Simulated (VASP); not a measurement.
# Os (P6_3/mmc) in VASP: a series of runs

Os is run at these levels: RPBE, revPBE+D3(BJ), BLYP+D4; tasks: single point.

Everything below comes from runs of VASP 6.6.1. Logs are shortened: lines on timing, memory, paths and dates and some standing lists are left out, and cuts for length are marked.

**1. The cell of the first run**

The structure is hexagonal, space group P6_3/mmc (No. 194). The conventional cell has a = 2.734 Å, b = 2.734 Å, c = 4.320 Å, α = 90.00°, β = 90.00°, γ = 120.00°. Within 3.5 Å of Os (site symmetry -6m2) lie 12 Os at 2.68 to 2.73 Å.

**2. Single point, RPBE**

Contents of INCAR:

```
  PREC = Accurate
  ENCUT = 520
  EDIFF = 1E-7
  ISMEAR = -1
  SIGMA = 0.05
  LREAL = False
  LASPH = True
  NELM = 100
  ALGO = Normal
  ISIF = 2
  LWAVE = False
  LCHARG = False
  GGA = RP
  NBANDS = 15
```

Contents of KPOINTS:

```
Automatic mesh
0
Gamma
  11 11 6
```

Contents of POSCAR:

```
Os
1.0
    2.7341000000      0.0000000000      0.0000000000
   -1.3670500000      2.3678000565      0.0000000000
    0.0000000000      0.0000000000      4.3197000000
Os
2
Direct
    0.6666666667      0.3333333333      0.7500000000
    0.3333333333      0.6666666667      0.2500000000
```

Potentials or basis: VASP PAW PBE potentials, release 64 (Os).

Started as:

```console
$ cat potpaw_PBE.64/Os/POTCAR > POTCAR
$ mpirun -np 1 vasp_std > vasp.out
```

OUTCAR:

```text
PREC = Accurate
   ENCUT = 520
   EDIFF = 1E-7
   ISMEAR = -1
   LREAL = False
   LASPH = True
   NELM = 100
   ISIF = 2
   GGA = RP

 ion  position               nearest neighbor table
   1  0.667  0.333  0.750-   2 2.68   2 2.68   2 2.68   2 2.68   2 2.68   2 2.68
   2  0.333  0.667  0.250-   1 2.68   1 2.68   1 2.68   1 2.68   1 2.68   1 2.68

  LATTYP: Found a hexagonal cell.
 ALAT       =     2.7341000000
 C/A-ratio  =     1.5799348963

  Lattice vectors:

 A1 = (   2.7341000000,   0.0000000000,   0.0000000000)
 A2 = (  -1.3670500000,   2.3678000565,   0.0000000000)
 A3 = (   0.0000000000,   0.0000000000,   4.3197000000)

Analysis of symmetry for initial positions (statically):
=====================================================================
 Subroutine PRICEL returns:
 Original cell was already a primitive cell.

 Routine SETGRP: Setting up the symmetry group for a
 hexagonal supercell.

 Subroutine GETGRP returns: Found 24 space group operations
 (whereof 12 operations were pure point group operations)
 out of a pool of 24 trial point group operations.

The static configuration has the point symmetry D_3d.
 The point group associated with its full space group is D_6h.

Analysis of symmetry for dynamics (positions and initial velocities):
=====================================================================
 Subroutine PRICEL returns:
 Original cell was already a primitive cell.

 Routine SETGRP: Setting up the symmetry group for a
 hexagonal supercell.

 Subroutine GETGRP returns: Found 24 space group operations
 (whereof 12 operations were pure point group operations)
 out of a pool of 24 trial point group operations.

The dynamic configuration has the point symmetry D_3d.
 The point group associated with its full space group is D_6h.

 Subroutine INISYM returns: Found 24 space group operations
 (whereof 12 operations are pure point group operations),
 and found     1 'primitive' translations

----------------------------------------------------------------------------------------

                                     Primitive cell

  volume of cell :      27.9649

  direct lattice vectors                    reciprocal lattice vectors
     2.734100000  0.000000000  0.000000000     0.365751070  0.211166479  0.000000000
    -1.367050000  2.367800057  0.000000000     0.000000000  0.422332957  0.000000000
     0.000000000  0.000000000  4.319700000     0.000000000  0.000000000  0.231497558

  length of vectors
     2.734100000  2.734100000  4.319700000     0.422332957  0.422332957  0.231497558

  position of ions in fractional coordinates (direct lattice)
     0.666666667  0.333333333  0.750000000
     0.333333333  0.666666667  0.250000000

  ion indices of the primitive-cell ions
   primitive index   ion index
                 1           1
                 2           2

----------------------------------------------------------------------------------------

 KPOINTS: Automatic mesh

Automatic generation of k-mesh.
 Grid dimensions read from file:
 generate k-points for:   11   11    6

 Generating k-lattice:

  Cartesian coordinates                     Fractional coordinates (reciprocal lattice)
     0.033250097  0.019196953  0.000000000     0.090909091 -0.000000000  0.000000000
     0.000000000  0.038393905  0.000000000     0.000000000  0.090909091  0.000000000
     0.000000000  0.000000000  0.038582926     0.000000000  0.000000000  0.166666667

  Length of vectors
     0.038393905  0.038393905  0.038582926

  Shift w.r.t. Gamma in fractional coordinates (k-lattice)
     0.000000000  0.000000000  0.000000000

 Subroutine IBZKPT returns following result:
 ===========================================

 Found     64 irreducible k-points:

 Following reciprocal coordinates:
            Coordinates               Weight
  0.000000  0.000000  0.000000      1.000000
  0.090909  0.000000  0.000000      6.000000
  0.181818  0.000000  0.000000      6.000000
  0.272727 -0.000000  0.000000      6.000000
  0.363636 -0.000000  0.000000      6.000000
  0.454545  0.000000  0.000000      6.000000
[... 16 lines left out ...]
  0.090909  0.090909  0.166667     12.000000
  0.181818  0.090909  0.166667     24.000000
 [... further k-points ...]
   k-points           NKPTS =     64   k-points in BZ     NKDIM =     64   number of bands    NBANDS=     15
   number of dos      NEDOS =    301   number of ions     NIONS =      2
   total plane-waves  NPLWV =  12800
   dimension x,y,z NGX =    20 NGY =   20 NGZ =   32
   dimension x,y,z NGXF=    40 NGYF=   40 NGZF=   64
   ions per type =               2
   NGX,Y,Z   is equivalent  to a cutoff of  12.16, 12.16, 12.32 a.u.
   NGXF,Y,Z  is equivalent  to a cutoff of  24.32, 24.32, 24.63 a.u.
 SYSTEM =  unknown system
   PREC   = accura    normal or accurate (medium, high low for compatibility)
   ISTART =      0    job   : 0-new  1-cont  2-samecut
   ICHARG =      2    charge: 1-file 2-atom 10-const
   ISPIN  =      1    spin polarized calculation?
   LNONCOLLINEAR =      F non collinear calculations
   LSORBIT =      F    spin-orbit coupling
   LASPH  =      T    aspherical Exc in radial PAW
   ENCUT  =  520.0 eV  38.22 Ry    6.18 a.u.   5.08  5.08  8.03*2*pi/ulx,y,z
   NELM   =    100;   NELMIN=  2; NELMDL= -5     # of ELM steps
   EDIFF  = 0.1E-06   stopping-criterion for ELM
   LREAL  =      F    real-space projection
   EDIFFG = 0.1E-05   stopping-criterion for IOM
   NSW    =      0    number of steps for IOM
   IBRION =     -1    ionic relax: 0-MD 1-quasi-New 2-CG
   NFREE  =      0    steps in history (QN), initial steepest desc. (CG)
   ISIF   =      2    stress and relaxation
   ISYM   =      2    0-nonsym 1-usesym 2-fastsym
   POTIM  = 0.5000    time-step for ionic-motion
   TEBEG  =    0.0;   TEEND  =   0.0 temperature during run
   PSTRESS=    0.0 pullay stress
   NELECT =      16.0000    total number of electrons
   NUPDOWN=      -1.0000    fix difference up-down
   EMIN   =  10.00;   EMAX   =-10.00  energy-range for DOS
   EFERMI =   0.00;   METHOD = LEGACY
   ISMEAR =    -1;   SIGMA  =   0.05  broadening in eV -4-tet -1-fermi 0-gaus
   EFERMI_NEDOS =   21; number of points for ismear=-14 and -15
   IALGO  =     38    algorithm
   IMIX   =      4    mixing-type and parameters
     AMIX     =   0.40;   BMIX     =  1.00
     AMIX_MAG =   1.60;   BMIX_MAG =  1.00
  volume/ion in A,a.u.               =      13.98        94.36
  Fermi-wavevector in a.u.,A,eV,Ry     =   1.359076  2.568282 25.131161  1.847088
  Thomas-Fermi vector in A             =   2.485855
   LORBIT       =      0    0 simple, 1 ext, 2 COOP (PROOUT), +10 PAW based schemes
   GGA     = RP    functional components
   LHFCALC =     F    Hartree Fock is set to
   AEXX    =    0.0000 exact exchange contribution
   IVDW    =     0    specifies the selected vdW correction
   LEPSILON=     F    determine dielectric tensor
   LRPA    =     F    only Hartree local field effects (RPA)
 non-spin polarized calculation
  energy-cutoff  :      520.00
  volume of cell :       27.96
 maximum number of plane-waves:       768
   NGX = 11   NGY = 11   NGZ = 17

 number of electron      15.9999998 magnetization

 Free energy of the ion-electron system (eV)
  ---------------------------------------------------
  ext. energy  EPLUGINS =         0.00000000
  ---------------------------------------------------
  free energy    TOTEN  =       -21.16069959 eV

  energy without entropy =      -21.14749983  energy(sigma->0) =      -21.15409971

 E-fermi :   9.5022     XC(G=0): -14.0320

 val. band max:        9.4790065190   @ k =   0.0909   0.0000   0.3333
 cond. band min:       9.5619600364   @ k =   0.3636   0.0909   0.3333
 fundamental gap:      0.0829535175
 Fermi energy:         9.5021770323

 k-point     1 :       0.0000    0.0000    0.0000
  band No.  band energies     occupation
      1      -1.3876      2.00000
      2       1.7594      2.00000
      3       6.4963      2.00000
      4       6.4963      2.00000
      5       6.7481      2.00000
      6       7.3381      2.00000
      7       7.3381      2.00000
      8       7.9846      2.00000
      9       7.9846      2.00000
     10       9.5646      0.44606
     11      11.2333      0.00000
     12      11.2333      0.00000
     13      18.6444      0.00000
     14      23.5501      0.00000
     15      26.2632      0.00000

 k-point     2 :       0.0909    0.0000    0.0000
  band No.  band energies     occupation
      1      -1.0554      2.00000
      2       2.0509      2.00000
      3       5.9423      2.00000
      4       6.7903      2.00000
      5       7.1062      2.00000
      6       7.2635      2.00000
      7       7.5078      2.00000
      8       7.6123      2.00000
      9       7.7547      2.00000
     10       8.5050      2.00000
     11      11.3911      0.00000
     12      12.8603      0.00000
     13      18.6133      0.00000
     14      24.2251      0.00000
     15      26.6844      0.00000

 k-point     3 :       0.1818    0.0000    0.0000
  band No.  band energies     occupation
      1      -0.1376      2.00000
      2       2.7328      2.00000
      3       5.2956      2.00000
      4       6.0354      2.00000
      5       6.6893      2.00000
      6       7.2366      2.00000
      7       7.6404      2.00000
      8       7.9084      2.00000
      9       8.0028      2.00000
     10       8.3985      2.00000
     11      11.7117      0.00000
     12      15.2478      0.00000
     13      18.4307      0.00000
     14      25.2955      0.00000
     15      26.9019      0.00000
[... 343 lines left out ...]
 k-point    23 :       0.0909    0.0909    0.1667
  band No.  band energies     occupation
      1      -0.1179      2.00000
      2       2.6473      2.00000
      3       5.4401      2.00000
      4       5.8205      2.00000
      5       6.6008      2.00000
      6       6.9557      2.00000
      7       7.4215      2.00000
      8       7.7742      2.00000
      9       8.4820      2.00000
     10       8.5507      2.00000
     11      11.5123      0.00000
     12      13.5620      0.00000
     13      20.1189      0.00000
     14      24.7946      0.00000
     15      26.9106      0.00000

 k-point    24 :       0.1818    0.0909    0.1667
  band No.  band energies     occupation
      1       0.9171      2.00000
      2       3.3633      2.00000
      3       4.7689      2.00000
      4       4.9927      2.00000
      5       6.2473      2.00000
      6       6.8647      2.00000
      7       7.4406      2.00000
      8       8.3937      2.00000
      9       9.0034      1.99991
     10       9.3822      1.83344
     11      11.6720      0.00000
     12      15.0942      0.00000
     13      20.1048      0.00000
     14      24.6634      0.00000
     15      25.7520      0.00000

 [... further k-points ...]

------------------------ aborting loop because EDIFF is reached ----------------------------------------

  FORCE on cell =-STRESS in cart. coord.  units (eV):
  Direction    XX          YY          ZZ          XY          YZ          ZX
  --------------------------------------------------------------------------------------
  -------------------------------------------------------------------------------------
  Total        2.1958984      2.1958984      2.2705170      0.0000000     -0.0000000      0.0000000
  in kB      125.8084502    125.8084502    130.0835384      0.0000000     -0.0000000      0.0000000
  external PRESSURE =     127.2334796 kB  Pullay stress =       0.0000000 kB

 VOLUME and BASIS-vectors are now :
 -----------------------------------------------------------------------------
  energy-cutoff  :      520.00
  volume of cell :       27.96
      direct lattice vectors                 reciprocal lattice vectors
     2.734100000  0.000000000  0.000000000     0.365751070  0.211166479  0.000000000
    -1.367050000  2.367800057  0.000000000     0.000000000  0.422332957  0.000000000
     0.000000000  0.000000000  4.319700000     0.000000000  0.000000000  0.231497558

 POSITION                                       TOTAL-FORCE (eV/Angst)
 -----------------------------------------------------------------------------------
      1.36705      0.78927      3.23977         0.000000      0.000000      0.000000
     -0.00000      1.57853      1.07993        -0.000000     -0.000000      0.000000
 -----------------------------------------------------------------------------------
    total drift:                               -0.000000      0.000000     -0.000000

  FREE ENERGIE OF THE ION-ELECTRON SYSTEM (eV)
  ---------------------------------------------------
  free  energy   TOTEN  =       -21.1606995880 eV

  energy  without entropy=      -21.1474998320  energy(sigma->0) =      -21.15409971
```

It took 22 s on 1 thread of Intel Xeon 8259CL, shared host; peak memory 0.15 GiB.

What came out:

```
Free energy            : -21.1607 eV
Pressure               : 12.7 GPa
Band gap on the k mesh : zero (bands 8 and 9 overlap by 3.89 eV)
```

Stress tensor (GPa, compression positive):
```
12.58  0.00  0.00
 0.00 12.58  0.00
 0.00  0.00 13.01
```

Caveat: the cell stands under pressure; the PAW data sets were made with another functional, which shifts forces and pressure a little; spin-orbit coupling is left out, which moves the levels of the heavy elements.

**3. Single point, revPBE+D3(BJ)**

This run uses another cell than the first one, of 13.70 Å³/atom.

Contents of INCAR:

```
SYSTEM = Os
PREC = Accurate
ENCUT = 520
EDIFF = 1E-6
ISMEAR = -1
SIGMA = 0.05
LREAL = .False.
LASPH = .True.
NELM = 60
ALGO = Fast
ISIF = 2
LWAVE = .False.
LCHARG = .False.
GGA = RE
IVDW = 12
NBANDS = 15
```

Contents of KPOINTS:

```
regular mesh
0
Gamma
  11 11 6
  0 0 0
```

Contents of POSCAR:

```
Os
1.0
    2.7157497827      0.0000000000      0.0000000000
   -1.3578748913      2.3519083021      0.0000000000
    0.0000000000      0.0000000000      4.2907078513
Os
2
Direct
    0.6666666667      0.3333333333      0.7500000000
    0.3333333333      0.6666666667      0.2500000000
```

Potentials or basis: VASP PAW PBE potentials, release 64 (Os).

Started as:

```console
$ cat potpaw_PBE.64/Os/POTCAR > POTCAR
$ mpirun -np 1 vasp_std > vasp.out
```

Run time: 21 s. Hardware: 1 thread of Intel Xeon 8259CL, shared host; peak memory 0.16 GiB.

It converged, with:

* Free energy: -23.8253 eV
* Pressure: 6.4 GPa
* Band gap on the k mesh: zero (bands 8 and 9 overlap by 4.02 eV)
* Dispersion energy per atom: -1.228 eV

Stress tensor (GPa, compression positive):
```
6.03 0.00 0.00
0.00 6.03 0.00
0.00 0.00 7.03
```

Levels at points of the mesh, in eV from the Fermi level:
```tsv
k point	band 5	band 6	band 7	band 8	band 9	band 10	band 11	band 12
(0.00, 0.00, 0.00)	-2.84	-2.23	-2.23	-1.56	-1.56	0.07	1.79	1.79
(0.00, 0.00, 0.50)	-3.30	-3.30	-3.30	-3.30	0.98	0.98	0.98	0.98
```

Caveat: the cell stands under pressure; the PAW data sets were made with another functional, which shifts forces and pressure a little; spin-orbit coupling is left out, which moves the levels of the heavy elements.

(Continued in part 2 of 2.)
